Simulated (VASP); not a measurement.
A run of VASP 6.6.1 is set up as follows.

The input POSCAR:

```
CdS
1.0
    0.0000000000      2.9165000000      2.9165000000
    2.9165000000      0.0000000000      2.9165000000
    2.9165000000      2.9165000000      0.0000000000
Cd S
1 1
Direct
    0.0000000000      0.0000000000      0.0000000000
    0.7500000000      0.7500000000      0.7500000000
```

Contents of INCAR.step1:

```
ALGO     = Normal         # electronic algorithm
EDIFF    = 1E-5           # SCF threshold, eV
ENCUT    = 520            # plane-wave cutoff, eV
GGA      = PE             # functional
ISIF     = 2              # what is computed and relaxed
ISMEAR   = -1             # smearing method
LASPH    = T              # aspherical terms in the spheres
LREAL    = F              # projectors in reciprocal space
LWAVE    = T              # write WAVECAR
NBANDS   = 16             # bands
NELM     = 100            # most SCF steps
PREC     = Accurate       # precision mode
SIGMA    = 0.05           # smearing width, eV
```

File INCAR.step2:

```
AEXX     = 0.35           # exact-exchange fraction
ALGO     = Normal         # electronic algorithm
EDIFF    = 1E-7           # SCF threshold, eV
ENCUT    = 520            # plane-wave cutoff, eV
ISIF     = 2              # what is computed and relaxed
ISMEAR   = -1             # smearing method
ISTART   = 1            
LASPH    = T              # aspherical terms in the spheres
LCHARG   = T              # write CHGCAR
LELF     = T              # ELF
LHFCALC  = T              # exact exchange
LMIXTAU  = T            
LREAL    = F              # projectors in reciprocal space
LVHAR    = T            
LWAVE    = F              # write WAVECAR
METAGGA  = R2SCAN         # meta-GGA
NBANDS   = 16             # bands
NELM     = 100            # most SCF steps
PREC     = Accurate       # precision mode
PRECFOCK = Normal       
SIGMA    = 0.05           # smearing width, eV
```

KPOINTS

```
k-points
0
Gamma
  5 5 5
```

Potentials or basis: VASP PAW PBE potentials, release 64 (Cd, S).

Launch:

```console
$ cat potpaw_PBE.64/Cd/POTCAR potpaw_PBE.64/S/POTCAR > POTCAR
$ cp INCAR.step1 INCAR
$ mpirun -np 1 vasp_std > vasp.out
$ cp INCAR.step2 INCAR
$ mpirun -np 1 vasp_std > vasp.out
```

(1) Predict the band gap on the k mesh.

(2) What does it give for the pressure?

Results:

(1) 3.74 eV.

(2) 0.9 GPa.

Caveat: the PAW data sets were made with another functional, which shifts forces and pressure a little.
